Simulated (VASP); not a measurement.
CO2:

```
CELL_PARAMETERS angstrom
5.59659 0.00000 0.00000
0.00000 5.59659 0.00000
0.00000 0.00000 5.59659
ATOMIC_POSITIONS crystal
C 0.00000 0.00000 0.00000
C 0.50000 0.00000 0.50000
C 0.50000 0.50000 0.00000
C 0.00000 0.50000 0.50000
O 0.11930 0.11930 0.11930
O 0.38070 0.88070 0.61930
O 0.61930 0.38070 0.88070
O 0.88070 0.61930 0.38070
O 0.88070 0.88070 0.88070
O 0.61930 0.11930 0.38070
O 0.38070 0.61930 0.11930
O 0.11930 0.38070 0.61930
```

| Quantity | Value |
| --- | --- |
| Program | VASP 6.6.1 |
| Task | relaxation of the atoms |
| Functional | PBE |
| Dispersion | D3(BJ) |
| Potentials or basis | VASP PAW PBE potentials, release 64 (C, O) |
| Cutoff | 520 eV |
| k mesh | 4 × 4 × 4 |
| Occupations | gaussian, width 0.02 eV |
| Spin | no spin polarisation |

At the start: pressure 5.7 GPa; volume 14.61 Å³/atom.

Task: Where does the relaxation end?

Result: Over 15 steps the energy falls by 11.6 meV/atom at a fixed cell; space group Pa-3 (No. 205, to 0.1 Å) before and after.

The path:
```
step  energy change (eV)  largest force (eV/Å)  pressure (GPa)
   1              0.0000                1.9766            5.71
   2              1.9444                6.1347          -17.83
   3             -0.1386                0.0230            0.22
   4             -0.1386                0.0145            0.32
   5             -0.1386                0.0141            0.32
   6             -0.1386                0.0128            0.32
   7             -0.1386                0.0128            0.32
   8             -0.1386                0.0127            0.32
   9             -0.1386                0.0127            0.32
  10             -0.1386                0.0126            0.32
  11             -0.1386                0.0124            0.32
  12             -0.1386                0.0122            0.32
  13             -0.1386                0.0116            0.32
  14             -0.1386                0.0105            0.31
  15             -0.1386                0.0083            0.31
```

Final structure:
```cif
data_structure
_symmetry_space_group_name_H-M 'P 1'
_symmetry_Int_Tables_number 1
_cell_length_a 5.5966
_cell_length_b 5.5966
_cell_length_c 5.5966
_cell_angle_alpha 90.000
_cell_angle_beta 90.000
_cell_angle_gamma 90.000
_cell_volume 175.30
loop_
_atom_site_label
_atom_site_type_symbol
_atom_site_fract_x
_atom_site_fract_y
_atom_site_fract_z
_atom_site_occupancy
C1 C 0.00000 0.00000 0.00000 1
C2 C 0.50000 0.00000 0.50000 1
C3 C 0.50000 0.50000 0.00000 1
C4 C 0.00000 0.50000 0.50000 1
O1 O 0.12114 0.12114 0.12114 1
O2 O 0.37886 0.87886 0.62114 1
O3 O 0.62114 0.37886 0.87886 1
O4 O 0.87886 0.62114 0.37886 1
O5 O 0.87886 0.87886 0.87886 1
O6 O 0.62114 0.12114 0.37886 1
O7 O 0.37886 0.62114 0.12114 1
O8 O 0.12114 0.37886 0.62114 1
```
